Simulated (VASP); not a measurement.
# CdS (F-43m) in VASP: further runs

CdS is run at these levels: PBE; tasks: single point, relaxation of the atoms.

Program: VASP 6.6.1. These are calculated values, not measurements. Logs are shortened: lines on timing, memory, paths and dates and some standing lists are left out, and cuts for length are marked.

### Step 1. The cell of the first run

It takes space group F-43m (No. 216, cubic). The conventional cell has a = 5.757 Å, b = 5.757 Å, c = 5.757 Å, α = 90.00°, β = 90.00°, γ = 90.00°. Cd (site symmetry -43m) has 4 S at 2.49 Å within 3.3 Å. Within 3.3 Å of S (site symmetry -43m) lie 4 Cd at 2.49 Å.

### Step 2. Single point, PBE (strained cell)

The input, INCAR:

```
SYSTEM = CdS
PREC = Accurate ; ENCUT = 520
EDIFF = 1E-6 ; ISMEAR = 0
SIGMA = 0.02 ; LREAL = .FALSE.
LASPH = .TRUE. ; NELM = 100
ALGO = Normal ; ISIF = 2
LWAVE = .FALSE. ; LCHARG = .FALSE.
GGA = PE ; NBANDS = 16
```

The input, KPOINTS:

```
regular mesh
0
G
  8 8 8
  0 0 0
```

The input, POSCAR:

```
CdS
1.0
    0.0000000000      2.8785019879      2.8785019879
    2.8785019879      0.0000000000      2.8785019879
    2.8785019879      2.8785019879      0.0000000000
Cd S
1 1
Direct
    0.0000000000      0.0000000000      0.0000000000
    0.7500000000      0.7500000000      0.7500000000
```

Potentials or basis: VASP PAW PBE potentials, release 64 (Cd, S).

On the command line:

```console
$ cat potpaw_PBE.64/Cd/POTCAR potpaw_PBE.64/S/POTCAR > POTCAR
$ mpirun -np 1 vasp_std > vasp.out
```

OUTCAR:

```text
SYSTEM = CdS
   PREC = Accurate
   ENCUT = 520
   EDIFF = 1E-6
   ISMEAR = 0
   LREAL = .FALSE.
   LASPH = .TRUE.
   NELM = 100
   ISIF = 2
   GGA = PE

 ion  position               nearest neighbor table
   1  0.000  0.000  0.000-   2 2.49   2 2.49   2 2.49   2 2.49
   2  0.750  0.750  0.750-   1 2.49   1 2.49   1 2.49   1 2.49

  LATTYP: Found a face centered cubic cell.
 ALAT       =     5.7570039758

  Lattice vectors:

 A1 = (   0.0000000000,   2.8785019879,   2.8785019879)
 A2 = (   2.8785019879,   0.0000000000,   2.8785019879)
 A3 = (   2.8785019879,   2.8785019879,   0.0000000000)

Analysis of symmetry for initial positions (statically):
=====================================================================
 Subroutine PRICEL returns:
 Original cell was already a primitive cell.

 Routine SETGRP: Setting up the symmetry group for a
 face centered cubic supercell.

 Subroutine GETGRP returns: Found 24 space group operations
 (whereof 24 operations were pure point group operations)
 out of a pool of 48 trial point group operations.

The static configuration has the point symmetry T_d .

Analysis of symmetry for dynamics (positions and initial velocities):
=====================================================================
 Subroutine PRICEL returns:
 Original cell was already a primitive cell.

 Routine SETGRP: Setting up the symmetry group for a
 face centered cubic supercell.

 Subroutine GETGRP returns: Found 24 space group operations
 (whereof 24 operations were pure point group operations)
 out of a pool of 48 trial point group operations.

The dynamic configuration has the point symmetry T_d .

 Subroutine INISYM returns: Found 24 space group operations
 (whereof 24 operations are pure point group operations),
 and found     1 'primitive' translations

----------------------------------------------------------------------------------------

                                     Primitive cell

  volume of cell :      47.7012

  direct lattice vectors                    reciprocal lattice vectors
     0.000000000  2.878501988  2.878501988    -0.173701461  0.173701461  0.173701461
     2.878501988  0.000000000  2.878501988     0.173701461 -0.173701461  0.173701461
     2.878501988  2.878501988  0.000000000     0.173701461  0.173701461 -0.173701461

  length of vectors
     4.070816551  4.070816551  4.070816551     0.300859755  0.300859755  0.300859755

  position of ions in fractional coordinates (direct lattice)
     0.000000000  0.000000000  0.000000000
     0.750000000  0.750000000  0.750000000

  ion indices of the primitive-cell ions
   primitive index   ion index
                 1           1
                 2           2

----------------------------------------------------------------------------------------

 KPOINTS: regular mesh

Automatic generation of k-mesh.
 Grid dimensions read from file:
 generate k-points for:    8    8    8

 Generating k-lattice:

  Cartesian coordinates                     Fractional coordinates (reciprocal lattice)
    -0.021712683  0.021712683  0.021712683     0.125000000  0.000000000  0.000000000
     0.021712683 -0.021712683  0.021712683     0.000000000  0.125000000  0.000000000
     0.021712683  0.021712683 -0.021712683     0.000000000  0.000000000  0.125000000

  Length of vectors
     0.037607469  0.037607469  0.037607469

  Shift w.r.t. Gamma in fractional coordinates (k-lattice)
     0.000000000  0.000000000  0.000000000

 Subroutine IBZKPT returns following result:
 ===========================================

 Found     29 irreducible k-points:

 Following reciprocal coordinates:
            Coordinates               Weight
  0.000000  0.000000  0.000000      1.000000
  0.125000  0.000000  0.000000      8.000000
  0.250000  0.000000  0.000000      8.000000
  0.375000  0.000000  0.000000      8.000000
  0.500000  0.000000  0.000000      4.000000
  0.125000  0.125000  0.000000      6.000000
[... 16 lines left out ...]
  0.500000  0.250000  0.125000     48.000000
 -0.375000  0.250000  0.125000     24.000000
 [... further k-points ...]
   k-points           NKPTS =     29   k-points in BZ     NKDIM =     29   number of bands    NBANDS=     16
   number of dos      NEDOS =    301   number of ions     NIONS =      2
   total plane-waves  NPLWV =  27000
   dimension x,y,z NGX =    30 NGY =   30 NGZ =   30
   dimension x,y,z NGXF=    60 NGYF=   60 NGZF=   60
   ions per type =               1   1
   NGX,Y,Z   is equivalent  to a cutoff of  12.25, 12.25, 12.25 a.u.
   NGXF,Y,Z  is equivalent  to a cutoff of  24.50, 24.50, 24.50 a.u.
 SYSTEM =  CdS
   PREC   = accura    normal or accurate (medium, high low for compatibility)
   ISTART =      0    job   : 0-new  1-cont  2-samecut
   ICHARG =      2    charge: 1-file 2-atom 10-const
   ISPIN  =      1    spin polarized calculation?
   LNONCOLLINEAR =      F non collinear calculations
   LSORBIT =      F    spin-orbit coupling
   LASPH  =      T    aspherical Exc in radial PAW
   ENCUT  =  520.0 eV  38.22 Ry    6.18 a.u.   7.57  7.57  7.57*2*pi/ulx,y,z
   NELM   =    100;   NELMIN=  2; NELMDL= -5     # of ELM steps
   EDIFF  = 0.1E-05   stopping-criterion for ELM
   LREAL  =      F    real-space projection
   EDIFFG = 0.1E-04   stopping-criterion for IOM
   NSW    =      0    number of steps for IOM
   IBRION =     -1    ionic relax: 0-MD 1-quasi-New 2-CG
   NFREE  =      0    steps in history (QN), initial steepest desc. (CG)
   ISIF   =      2    stress and relaxation
   ISYM   =      2    0-nonsym 1-usesym 2-fastsym
   POTIM  = 0.5000    time-step for ionic-motion
   TEBEG  =    0.0;   TEEND  =   0.0 temperature during run
   PSTRESS=    0.0 pullay stress
   NELECT =      18.0000    total number of electrons
   NUPDOWN=      -1.0000    fix difference up-down
   EMIN   =  10.00;   EMAX   =-10.00  energy-range for DOS
   EFERMI =   0.00;   METHOD = LEGACY
   ISMEAR =     0;   SIGMA  =   0.02  broadening in eV -4-tet -1-fermi 0-gaus
   EFERMI_NEDOS =   21; number of points for ismear=-14 and -15
   IALGO  =     38    algorithm
   IMIX   =      4    mixing-type and parameters
     AMIX     =   0.40;   BMIX     =  1.00
     AMIX_MAG =   1.60;   BMIX_MAG =  1.00
  volume/ion in A,a.u.               =      23.85       160.95
  Fermi-wavevector in a.u.,A,eV,Ry     =   1.183012  2.235568 19.041589  1.399517
  Thomas-Fermi vector in A             =   2.319255
   LORBIT       =      0    0 simple, 1 ext, 2 COOP (PROOUT), +10 PAW based schemes
   GGA     = PE    functional components
   LHFCALC =     F    Hartree Fock is set to
   AEXX    =    0.0000 exact exchange contribution
   IVDW    =     0    specifies the selected vdW correction
   LEPSILON=     F    determine dielectric tensor
   LRPA    =     F    only Hartree local field effects (RPA)
 non-spin polarized calculation
 Gauss-broadening in eV      SIGMA  =   0.02
  energy-cutoff  :      520.00
  volume of cell :       47.70
 maximum number of plane-waves:      1304
   NGX = 15   NGY = 15   NGZ = 15

 number of electron      18.0000008 magnetization

 Free energy of the ion-electron system (eV)
  ---------------------------------------------------
  ext. energy  EPLUGINS =         0.00000000
  ---------------------------------------------------
  free energy    TOTEN  =        -6.06592266 eV

  energy without entropy =       -6.06592266  energy(sigma->0) =       -6.06592266

 E-fermi :   1.8130     XC(G=0):  -9.3356

 val. band max:        1.6622080855   @ k =   0.0000   0.0000   0.0000
 cond. band min:       2.8969751935   @ k =   0.0000   0.0000   0.0000
 fundamental gap:      1.2347671080
 Fermi energy:         1.8129765867

 k-point     1 :       0.0000    0.0000    0.0000
  band No.  band energies     occupation
      1     -10.9589      2.00000
      2      -6.2202      2.00000
      3      -6.2202      2.00000
      4      -6.2202      2.00000
      5      -5.6841      2.00000
      6      -5.6841      2.00000
[... 8 lines left out ...]
     15      13.1997      0.00000
     16      13.3176      0.00000

 k-point     2 :       0.1250    0.0000    0.0000
  band No.  band energies     occupation
      1     -10.8913      2.00000
      2      -6.1953      2.00000
      3      -6.1953      2.00000
      4      -6.1652      2.00000
      5      -5.6854      2.00000
      6      -5.6854      2.00000
[... 8 lines left out ...]
     15      12.5855      0.00000
     16      13.8343      0.00000

 k-point     3 :       0.2500    0.0000    0.0000
  band No.  band energies     occupation
      1     -10.7271      2.00000
      2      -6.1413      2.00000
      3      -6.1413      2.00000
      4      -5.9620      2.00000
      5      -5.6795      2.00000
      6      -5.6795      2.00000
[... 8 lines left out ...]
     15      12.3474      0.00000
     16      13.0962      0.00000

 k-point     4 :       0.3750    0.0000    0.0000
  band No.  band energies     occupation
      1     -10.5628      2.00000
      2      -6.0997      2.00000
      3      -6.0997      2.00000
      4      -5.6569      2.00000
      5      -5.6569      2.00000
      6      -5.5704      2.00000
[... 8 lines left out ...]
     15      13.2365      0.00000
     16      13.2365      0.00000

 k-point     5 :       0.5000    0.0000    0.0000
  band No.  band energies     occupation
      1     -10.4954      2.00000
      2      -6.0870      2.00000
      3      -6.0870      2.00000
      4      -5.6417      2.00000
      5      -5.6417      2.00000
      6      -5.2681      2.00000
[... 8 lines left out ...]
     15      14.2968      0.00000
     16      14.2968      0.00000

 k-point     6 :       0.1250    0.1250    0.0000
  band No.  band energies     occupation
      1     -10.8689      2.00000
      2      -6.1779      2.00000
      3      -6.1715      2.00000
      4      -6.1715      2.00000
      5      -5.7026      2.00000
      6      -5.6698      2.00000
[... 8 lines left out ...]
     15      13.2954      0.00000
     16      14.5682      0.00000

 k-point     7 :       0.2500    0.1250    0.0000
  band No.  band energies     occupation
      1     -10.7373      2.00000
      2      -6.1397      2.00000
      3      -6.1134      2.00000
      4      -6.0299      2.00000
      5      -5.7063      2.00000
      6      -5.6560      2.00000
[... 8 lines left out ...]
     15      13.1677      0.00000
     16      14.5223      0.00000

 k-point     8 :       0.3750    0.1250    0.0000
  band No.  band energies     occupation
      1     -10.5738      2.00000
      2      -6.0961      2.00000
      3      -6.0647      2.00000
      4      -5.7819      2.00000
      5      -5.6393      2.00000
      6      -5.6016      2.00000
[... 8 lines left out ...]
     15      13.7165      0.00000
     16      13.9636      0.00000

 k-point     9 :       0.5000    0.1250    0.0000
  band No.  band energies     occupation
      1     -10.4753      2.00000
      2      -6.0743      2.00000
      3      -6.0491      2.00000
      4      -5.6901      2.00000
      5      -5.6379      2.00000
      6      -5.2594      2.00000
[... 8 lines left out ...]
     15      14.2241      0.00000
     16      14.3262      0.00000
[... 172 lines left out ...]
 k-point    19 :       0.5000    0.3750    0.0000
  band No.  band energies     occupation
      1     -10.3742      2.00000
      2      -5.9907      2.00000
      3      -5.8651      2.00000
      4      -5.8438      2.00000
      5      -5.6014      2.00000
      6      -5.2129      2.00000
[... 8 lines left out ...]
     15      14.4183      0.00000
     16      15.4852      0.00000

 k-point    20 :      -0.3750    0.3750    0.0000
  band No.  band energies     occupation
      1     -10.3660      2.00000
      2      -6.0062      2.00000
      3      -5.8940      2.00000
      4      -5.7867      2.00000
      5      -5.6342      2.00000
      6      -5.0476      2.00000
[... 8 lines left out ...]
     15      13.7629      0.00000
     16      16.0930      0.00000

 k-point    21 :       0.5000    0.5000    0.0000
  band No.  band energies     occupation
      1     -10.3525      2.00000
      2      -5.9961      2.00000
      3      -5.8303      2.00000
      4      -5.8303      2.00000
      5      -5.5858      2.00000
      6      -5.2010      2.00000
[... 8 lines left out ...]
     15      14.0347      0.00000
     16      15.2594      0.00000

 k-point    22 :       0.3750    0.2500    0.1250
  band No.  band energies     occupation
      1     -10.6065      2.00000
      2      -6.0852      2.00000
      3      -6.0549      2.00000
      4      -5.8869      2.00000
      5      -5.6798      2.00000
      6      -5.6192      2.00000
[... 8 lines left out ...]
     15      13.7535      0.00000
     16      15.6931      0.00000

 k-point    23 :       0.5000    0.2500    0.1250
  band No.  band energies     occupation
      1     -10.4775      2.00000
      2      -6.0449      2.00000
      3      -6.0155      2.00000
      4      -5.7636      2.00000
      5      -5.6470      2.00000
      6      -5.3766      2.00000
[... 8 lines left out ...]
     15      14.6491      0.00000
     16      14.8787      0.00000

 k-point    24 :      -0.3750    0.2500    0.1250
  band No.  band energies     occupation
      1     -10.4250      2.00000
      2      -6.0400      2.00000
      3      -5.9963      2.00000
      4      -5.7151      2.00000
      5      -5.6547      2.00000
      6      -5.1416      2.00000
[... 8 lines left out ...]
     15      14.0658      0.00000
     16      14.9635      0.00000

 [... further k-points ...]

------------------------ aborting loop because EDIFF is reached ----------------------------------------

  FORCE on cell =-STRESS in cart. coord.  units (eV):
  Direction    XX          YY          ZZ          XY          YZ          ZX
  --------------------------------------------------------------------------------------
  -------------------------------------------------------------------------------------
  Total        1.8197621      1.8197621      1.8197621     -0.0000000      0.0000000     -0.0000000
  in kB       61.1217233     61.1217233     61.1217233     -0.0000000      0.0000000     -0.0000000
  external PRESSURE =      61.1217233 kB  Pullay stress =       0.0000000 kB

 VOLUME and BASIS-vectors are now :
 -----------------------------------------------------------------------------
  energy-cutoff  :      520.00
  volume of cell :       47.70
      direct lattice vectors                 reciprocal lattice vectors
     0.000000000  2.878501988  2.878501988    -0.173701461  0.173701461  0.173701461
     2.878501988  0.000000000  2.878501988     0.173701461 -0.173701461  0.173701461
     2.878501988  2.878501988  0.000000000     0.173701461  0.173701461 -0.173701461

 POSITION                                       TOTAL-FORCE (eV/Angst)
 -----------------------------------------------------------------------------------
      0.00000      0.00000      0.00000         0.000000     -0.000000     -0.000000
      4.31775      4.31775      4.31775        -0.000000      0.000000      0.000000
 -----------------------------------------------------------------------------------
    total drift:                                0.000001      0.000001      0.000001

  FREE ENERGIE OF THE ION-ELECTRON SYSTEM (eV)
  ---------------------------------------------------
  free  energy   TOTEN  =        -6.0659226634 eV

  energy  without entropy=       -6.0659226634  energy(sigma->0) =       -6.06592266
```

Run time: 61 s. Hardware: 1 thread of AMD EPYC 7R13, shared host; peak memory 0.15 GiB.

What came out:

| Quantity | Value |
| --- | --- |
| Free energy | -6.0659 eV |
| Pressure | 6.1 GPa |
| Band gap on the k mesh | 1.23 eV |

Levels at points of the mesh, in eV from the valence-band top:
```
           k point  band 5  band 6  band 7  band 8  band 9  band 10  band 11  band 12  band 13  band 14
(0.00, 0.00, 0.00)   -7.35   -7.35    0.00    0.00    0.00     1.23     6.53     6.53     6.53    11.54
(0.50, 0.00, 0.00)   -7.30   -6.93   -4.65   -0.81   -0.81     3.07     7.01     7.01     7.59    11.22
(0.50, 0.50, 0.00)   -7.25   -6.86   -4.13   -2.02   -2.02     3.48     4.39     9.41    11.02    11.02
```

Caveat: the cell differs from its parent crystal (strained cell); the cell stands under pressure.

### Step 3. Relaxation of the atoms, PBE (strained cell)

The input, INCAR:

```
PREC = Accurate
ENCUT = 520
EDIFF = 1E-6
ISMEAR = 0
SIGMA = 0.02
LREAL = False
LASPH = True
NELM = 60
ALGO = Normal
ISIF = 2
LWAVE = False
LCHARG = False
GGA = PE
IBRION = 2
NSW = 60
EDIFFG = -0.002
```

The input, KPOINTS:

```
Automatic mesh
0
Gamma
  8 8 8
```

POSCAR is that of step 2.

Potentials or basis: VASP PAW PBE potentials, release 64 (Cd, S).

On the command line:

```console
$ cat potpaw_PBE.64/Cd/POTCAR potpaw_PBE.64/S/POTCAR > POTCAR
$ mpirun -np 1 vasp_std > vasp.out
```

OUTCAR:

```text
PREC = Accurate
   ENCUT = 520
   EDIFF = 1E-6
   ISMEAR = 0
   LREAL = False
   LASPH = True
   NELM = 60
   ISIF = 2
   GGA = PE
   IBRION = 2
   NSW = 60
   EDIFFG = -0.002

 ion  position               nearest neighbor table
   1  0.000  0.000  0.000-   2 2.49   2 2.49   2 2.49   2 2.49
   2  0.750  0.750  0.750-   1 2.49   1 2.49   1 2.49   1 2.49

  LATTYP: Found a face centered cubic cell.
 ALAT       =     5.7570039758

  Lattice vectors:

[... 564 lines left out ...]
      9       0.3492      2.00000
     10       6.1557      0.00000
     11       7.4616      0.00000
     12       8.9748      0.00000
     13      10.1180      0.00000

 [... further k-points ...]
[... 5 lines left out ...]
  --------------------------------------------------------------------------------------
  -------------------------------------------------------------------------------------
  Total        1.8214360      1.8214360      1.8214360      0.0000000      0.0000000      0.0000000
  in kB       61.1779475     61.1779475     61.1779475      0.0000000      0.0000000      0.0000000
  external PRESSURE =      61.1779475 kB  Pullay stress =       0.0000000 kB

 VOLUME and BASIS-vectors are now :
 -----------------------------------------------------------------------------
  energy-cutoff  :      520.00
  volume of cell :       47.70
      direct lattice vectors                 reciprocal lattice vectors
     0.000000000  2.878501988  2.878501988    -0.173701461  0.173701461  0.173701461
     2.878501988  0.000000000  2.878501988     0.173701461 -0.173701461  0.173701461
     2.878501988  2.878501988  0.000000000     0.173701461  0.173701461 -0.173701461

 POSITION                                       TOTAL-FORCE (eV/Angst)
 -----------------------------------------------------------------------------------
      0.00000      0.00000      0.00000         0.000000     -0.000000      0.000000
      4.31775      4.31775      4.31775        -0.000000      0.000000     -0.000000
 -----------------------------------------------------------------------------------
    total drift:                                0.000001      0.000001      0.000001

  FREE ENERGIE OF THE ION-ELECTRON SYSTEM (eV)
  ---------------------------------------------------
  free  energy   TOTEN  =        -6.0659226050 eV

  energy  without entropy=       -6.0659226050  energy(sigma->0) =       -6.06592260

 reached required accuracy - stopping structural energy minimisation
```

CONTCAR:

```text
CdS
   1.00000000000000
     0.0000000000000000    2.8785019879000000    2.8785019879000000
     2.8785019879000000    0.0000000000000000    2.8785019879000000
     2.8785019879000000    2.8785019879000000    0.0000000000000000
  Cd              S
     1     1
Direct
     0.0000000000000000    0.0000000000000000    0.0000000000000000
     0.7500000000000000    0.7500000000000000    0.7500000000000000

  0.00000000E+00  0.00000000E+00  0.00000000E+00
  0.00000000E+00  0.00000000E+00  0.00000000E+00
```

Wall time 29 s (1 thread of AMD EPYC 7R13, shared host); peak memory 0.14 GiB.

Results:

```yaml
Free_energy: -6.0659 eV
Pressure_after_relaxing: 6.1 GPa
Band_gap_on_the_k_mesh: 1.23 eV
```

Final structure:
```
CELL_PARAMETERS angstrom
0.00000 2.87850 2.87850
2.87850 0.00000 2.87850
2.87850 2.87850 0.00000
ATOMIC_POSITIONS crystal
Cd 0.00000 0.00000 0.00000
S 0.75000 0.75000 0.75000
```

Caveat: the cell differs from its parent crystal (strained cell); the relaxation stopped at its first step, so nothing moved.
